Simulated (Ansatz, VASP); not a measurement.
Ca2F: VASP beside Ansatz

```
Ca F
1.0
     4.01260    0.00000    0.00000
    -2.00630    3.47501    0.00000
     0.00000    0.00000   29.79025
Ca F
2 1
Direct
  0.00000 0.00000 0.35596
  0.00000 0.00000 0.21470
  0.00000 0.00000 0.28533
```

Alike in both runs: task single point; functional PBE; k mesh 6 × 6 × 1; occupations gaussian, width 0.1 eV; collinear spin.

|  | VASP | Ansatz |
| --- | --- | --- |
| version | VASP 6.6.1 | Ansatz 0.2.0 |
| potentials or method | VASP PAW PBE potentials, release 64 (Ca_sv, F), cutoff 520 eV | scalar-relativistic, plane waves, PAW |
| valence electrons in the cell | 27 | 27 |

Ansatz gave:

- gap on the k mesh at the Fermi level (eV): none
- rms of the force components (eV/Å): 0.000
- net moment per atom (μB): 0.00
- size of the moment on the site where the two differ most (μB): 0.00

What did VASP give for the same quantities?

gap on the k mesh at the Fermi level (eV): none; rms of the force components (eV/Å): 0.062; net moment per atom (μB): 0.21; size of the moment on the site where the two differ most (μB): 0.06.

The net moments are unlike, so the other rows may belong to different states. Site moments also hang on the region over which each program counts them. Atom by atom the forces differ by 0.062 eV/Å (rms over components). A gap of «none» marks a metal or a gap that the smearing closes. Ansatz's warnings: seeded moment not kept, slab cell height set.
